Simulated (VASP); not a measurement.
Runs of VASP 6.6.1 on CoO. The structure is that of space group F-43m (No. 216), or close to it. The cells are those of the table. 

```tsv
task	level	potentials or basis	spin	cell	k mesh	cutoff (eV)	smearing	grid for exact exchange (PRECFOCK)	share of exact exchange	screening parameter	gap on the mesh (eV)	pressure (GPa)	moment (μB)	relaxed volume (Å³/atom)
single point	PBEsol-based global hybrid with 25 % exact exchange	VASP PAW PBE potentials, release 64 (Co, O)	collinear, ferromagnetic start	a = 3.206 Å, angles 60.0°, 2 atoms	5 × 5 × 5	520	fermi-dirac 0.05 eV	Normal	0.25	-	2.47	0.0	3.00	-
relaxation of cell and atoms	LDA	VASP PAW LDA potentials, release 64 (Co, O)	collinear, ferromagnetic start	relaxed from a = 3.314 Å, angles 60.0°, 2 atoms	10 × 10 × 10	600	fermi-dirac 0.05 eV	-	-	-	none	-0.1	1.57	9.83
single point	LDA	VASP PAW LDA potentials, release 64 (Co, O)	collinear, ferromagnetic start	a = 3.029 Å, angles 60.0°, 2 atoms	10 × 10 × 10	520	fermi-dirac 0.05 eV	-	-	-	none	0.3	1.57	-
single point	PBEsol-based global hybrid with 25 % exact exchange	VASP PAW PBE potentials, release 64 (Co, O)	collinear, ferromagnetic start	a = 3.314 Å, angles 60.0°, 2 atoms	5 × 5 × 5	520	fermi-dirac 0.05 eV	Normal	0.25	-	2.51	(a)	3.00	-
single point	PBE-based screened hybrid with 25 % exact exchange	VASP PAW PBE potentials, release 64 (Co, O)	collinear, ferromagnetic start	a = 3.314 Å, angles 60.0°, 2 atoms	5 × 5 × 5	520	fermi-dirac 0.05 eV	Normal	0.25	0.3 1/Å	1.64	-8.1	3.00	-
relaxation of cell and atoms	PBE-based screened hybrid with 25 % exact exchange	VASP PAW PBE potentials, release 64 (Co, O)	collinear, ferromagnetic start	relaxed from a = 3.314 Å, angles 60.0°, 2 atoms	5 × 5 × 5	600	fermi-dirac 0.05 eV	Normal	0.25	0.3 1/Å	1.61	0.0	3.00	12.05
single point	PBEsol	VASP PAW PBE potentials, release 64 (Co, O)	collinear, ferromagnetic start	a = 3.314 Å, angles 60.0°, 2 atoms	10 × 10 × 10	520	fermi-dirac 0.05 eV	-	-	-	none	-19.1	2.99	-
single point	PBEsol-based screened hybrid with 25 % exact exchange	VASP PAW PBE potentials, release 64 (Co, O)	collinear, ferromagnetic start	a = 3.207 Å, angles 60.0°, 2 atoms	5 × 5 × 5	520	fermi-dirac 0.05 eV	Normal	0.25	0.207 1/Å	1.71	0.3	3.00	-
single point	PBE	VASP PAW PBE potentials, release 64 (Co_sv, O)	collinear, ferromagnetic start	a = 3.314 Å, angles 60.0°, 2 atoms	10 × 10 × 10	600	gaussian 0.026 eV	-	-	-	none	-13.9	2.99	-
single point	PBE	VASP PAW PBE potentials, release 64 (Co_sv, O)	off	a = 3.314 Å, angles 60.0°, 2 atoms	10 × 10 × 10	700	fermi-dirac 0.05 eV	-	-	-	none	-25.1	-	-
single point	PBE-based screened hybrid with 25 % exact exchange	VASP PAW PBE potentials, release 64 (Co, O)	collinear, ferromagnetic start	a = 3.244 Å, angles 60.0°, 2 atoms	5 × 5 × 5	520	fermi-dirac 0.05 eV	Normal	0.25	0.3 1/Å	1.61	(b)	3.00	-
```

Q: Estimate the missing entries.

A: (a) -12.8; (b) 0.1.

Caveats: some runs use coarse meshes; a cell with one magnetic atom can't hold antiferromagnetic order, which such compounds often take (at least some runs); the PAW data sets were made with another functional, which shifts forces and pressure a little (at least some runs); semilocal functionals often make such compounds metallic where correlation or magnetic order opens a gap, which also shifts bond lengths (at least some runs); the cell stands under tension (at least some runs); the volume moved by over 15 % at a fixed basis, so the end points are rough (at least some runs); an odd number of electrons without spin polarisation forces a metal (at least some runs); a magnetic or distorted state may lie lower (at least some runs).

A gap of «none» marks levels without a gap at the run's occupations.

The runs don't all hold the same shells in valence.
